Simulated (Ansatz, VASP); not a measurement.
## AlNi: VASP beside Ansatz

The input INCAR:

```
SYSTEM = AlNi
  ALGO = Normal
  EDIFF = 1E-7
  ENCUT = 520
  GGA = PS
  ISIF = 2
  ISMEAR = 0
  LASPH = .True.
  LCHARG = .True.
  LELF = .True.
  LREAL = .False.
  LVHAR = .True.
  LWAVE = .False.
  NBANDS = 14
  NELM = 60
  PREC = Accurate
  SIGMA = 0.1
```

The input KPOINTS:

```
k-points
0
Gamma
  8 8 6
  0 0 0
```

The input POSCAR:

```
AlNi
1.0
    1.9386940000     -1.9531901500      0.0000000000
    1.9386940000      1.9531901500      0.0000000000
    0.0000000000      0.0000000000      3.0994300413
Al Ni
1 1
Direct
    0.0000000000      0.0000000000      0.0000000000
    0.5000000000      0.5000000000      0.5000000000
```

Input for Ansatz:

```yaml
crystal:
  lattice:
    - [1.938694, -1.95319015, 0.0]
    - [1.938694, 1.95319015, 0.0]
    - [0.0, 0.0, 3.0994300413]
  atoms:
    - { symbol: Al, position: [0.0, 0.0, 0.0] }
    - { symbol: Ni, position: [0.5, 0.5, 0.5] }
basis:
  ecutwfc: 420
kpoints:
  mp_grid: { grid: [8, 8, 6] }
hamiltonian:
  xc: pbesol
scf:
  occupations: { method: gaussian, width: 0.1 }
output:
  forces: true
  stress: true
  eigenvalues: true
```

Alike in both runs: task single point; functional PBEsol; k mesh 8 × 8 × 6; occupations gaussian, width 0.1 eV; no spin polarisation.

```csv
,VASP,Ansatz
version,VASP 6.6.1,Ansatz 0.2.0
potentials or method,"VASP PAW PBE potentials, release 64 (Al, Ni), cutoff 520 eV","scalar-relativistic, plane waves, PAW"
valence electrons in the cell,13,21
```

```csv
,VASP,Ansatz,Ansatz less VASP
gap on the k mesh at the Fermi level (eV),none,none,-
pressure (GPa),0.6,0.4,-0.14
"traceless stress, the component that is largest in VASP (GPa)",-2.11,-1.98,+0.129
```

VASP's potentials were made for PBE, not for PBEsol. A gap of «none» marks a metal or a gap that the smearing closes. With one functional, cell and mesh, what is left measures potentials, basis and numerics. VASP's potentials hold 13 valence electrons a cell and Ansatz's 21, so a difference there can come from the potentials and not from the codes.
